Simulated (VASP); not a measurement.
Set up this calculation in VASP 6.6.1, as the native input.

| Property | Result |
| --- | --- |
| Task | relaxation of cell and atoms |
| Functional | PBE |
| Potentials or basis | VASP PAW PBE potentials, release 64 (Ti_sv, O) |
| Cutoff | 600 eV |
| k mesh | 4 × 4 × 6 |
| Occupations | fermi-dirac, width 0.02 eV |
| Spin | no spin polarisation |
| Dipole correction | no |
| Further INCAR settings | ALGO = Normal; EDIFF = 1e-06; IBRION = 2; EDIFFG = -0.005; NSW = 80; ISIF = 3 |

The structure of TiO2 lies in POSCAR:

```
TiO2
1.0
    5.2080859000      0.0000000000      0.0000000000
    0.0000000000      5.2080859000      0.0000000000
    0.0000000000      0.0000000000      3.4373366940
Ti O
2 4
Direct
    0.0000000000      0.0000000000      0.0000000000
    0.5000000000      0.5000000000      0.5000000000
    0.3050000000      0.3050000000      0.0000000000
    0.1950000000      0.8050000000      0.5000000000
    0.8050000000      0.1950000000      0.5000000000
    0.6950000000      0.6950000000      0.0000000000
```

One way to write it, as run:

INCAR

```
  PREC = Accurate
  ENCUT = 600
  EDIFF = 1E-6
  ISMEAR = -1
  SIGMA = 0.02
  LREAL = False
  LASPH = True
  NELM = 100
  ALGO = Normal
  ISIF = 3
  LWAVE = False
  LCHARG = False
  GGA = PE
  IBRION = 2
  NSW = 80
  EDIFFG = -0.005
```

KPOINTS

```
Automatic mesh
0
Gamma
  4 4 6
```

Potentials or basis: VASP PAW PBE potentials, release 64 (Ti_sv, O).

The run is started by

```bash
$ cat potpaw_PBE.64/Ti_sv/POTCAR potpaw_PBE.64/O/POTCAR > POTCAR
$ mpirun -np 1 vasp_std > vasp.out
```

Results of the run:

```yaml
Relaxed_volume: 10.67 Å³/atom
Relaxed_cell: a = 4.646 Å, b = 4.646 Å, c = 2.967 Å, α = 90.00°, β = 90.00°, γ = 90.00°
Space_group_after_relaxing_to_0.1_Å: P4_2/mnm (No. 136)
Energy_gained_by_relaxing: 822.5 meV/atom
Ionic_steps: 12
Pressure_after_relaxing: 0.0 GPa
Band_gap_on_the_k_mesh: 1.82 eV
```

Caveat: the volume moved by over 15 % at a fixed basis, so the end points are rough.

It took 14 min on 1 thread of Intel Xeon 8259CL, on a shared host, peak memory 0.27 GiB.
